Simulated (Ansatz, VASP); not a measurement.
Two plane-wave programs on BiIr

```
CELL_PARAMETERS angstrom
0.00000 3.06748 3.06748
3.06748 0.00000 3.06748
3.06748 3.06748 0.00000
ATOMIC_POSITIONS crystal
Ir 0.00000 0.00000 0.00000
Bi 0.25000 0.25000 0.25000
```

Alike in both runs: task single point; functional PBE; dispersion D3(BJ); k mesh 10 × 10 × 10; occupations gaussian, width 0.05 eV; no spin polarisation.

|  | VASP | Ansatz |
| --- | --- | --- |
| version | VASP 6.6.1 | Ansatz 0.2.0 |
| potentials or method | VASP PAW PBE potentials, release 64 (Ir, Bi_d), cutoff 500 eV | scalar-relativistic, plane waves, PAW |
| valence electrons in the cell | 24 | 32 |

|  | VASP | Ansatz | Ansatz less VASP |
| --- | --- | --- | --- |
| pressure (GPa) | -2.6 | -2.6 | -0.05 |

VASP's potentials hold 24 valence electrons a cell and Ansatz's 32, so a difference there can come from the potentials and not from the codes.

Neither program's run includes spin-orbit coupling.
